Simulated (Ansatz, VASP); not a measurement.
GdN: VASP beside Ansatz

File POSCAR:

```
GdN
1.0
    0.0000000000      2.4616878333      2.4865533670
    2.4865533670      0.0000000000      2.4865533670
    2.4865533670      2.4616878333      0.0000000000
Gd N
1 1
Direct
    0.5000000000      0.5000000000      0.5000000000
    0.0000000000      0.0000000000      0.0000000000
```

Contents of INCAR.step1:

```
PREC = Accurate
ENCUT = 520
ISMEAR = 0
SIGMA = 0.05
LREAL = F
LASPH = T
NELM = 150
ISPIN = 2
MAGMOM = 7.62 0
LMAXMIX = 6
NBANDS = 22
GGA = PE
ALGO = Normal
EDIFF = 1E-4
LWAVE = T
LCHARG = F
```

File INCAR.step2:

```
PREC = Accurate
ENCUT = 520
EDIFF = 1E-7
ISMEAR = 0
SIGMA = 0.05
LREAL = F
LASPH = T
NELM = 150
ALGO = Normal
ISIF = 2
LWAVE = F
LCHARG = T
ISPIN = 2
MAGMOM = 7.62 0
LORBIT = 11
LMAXMIX = 6
METAGGA = R2SCAN
LMIXTAU = T
LELF = T
LVHAR = T
NBANDS = 22
ISTART = 1
```

File KPOINTS:

```
regular mesh
0
Gamma
  12 12 12
```

Input for Ansatz:

```yaml
crystal:
  lattice:
    - [0.0, 2.4616878339, 2.4865533676]
    - [2.4865533676, 0.0, 2.4865533676]
    - [2.4865533676, 2.4616878339, 0.0]
  atoms:
    - { symbol: Gd, position: [0.5, 0.5, 0.5], spin: 7.62 }
    - { symbol: "N", position: [0.0, 0.0, 0.0] }
basis:
  ecutwfc: 500
  ecutrho_ratio: 4
kpoints:
  mp_grid: { grid: [12, 12, 12] }
hamiltonian:
  xc: r2scan
scf:
  occupations: { method: gaussian, width: 0.05 }
output:
  forces: true
  stress: true
  eigenvalues: true
  populations: true
magnetization:
  spin_polarized: true
```

Change from the starting cell: strain e2 = -0.01, atoms carried along.

Alike in both runs: task single point; functional r2SCAN; k mesh 12 × 12 × 12; occupations gaussian, width 0.05 eV; collinear spin.

|  | VASP | Ansatz |
| --- | --- | --- |
| version | VASP 6.6.1 | Ansatz 0.2.0 |
| potentials or method | VASP PAW PBE potentials, release 64 (Gd, N), cutoff 520 eV | scalar-relativistic, plane waves, PAW |
| valence electrons in the cell | 23 | 23 |

```tsv
	VASP	Ansatz	Ansatz less VASP
gap on the k mesh at the Fermi level (eV)	none	none	-
pressure (GPa)	1.7	1.7	+0.02
traceless stress, the component that is largest in VASP (GPa)	1.62	1.62	+0.001
net moment per atom (μB)	3.50	3.50	0.000
size of the moment on the site where the two differ most (μB)	6.79	6.92	+0.129
```

VASP's potentials were made for PBE, not for r2SCAN. Site moments also hang on the region over which each program counts them. A gap of «none» marks a metal or a gap that the smearing closes. Ansatz's warnings: stability check not made.

Spin-orbit coupling is off throughout.
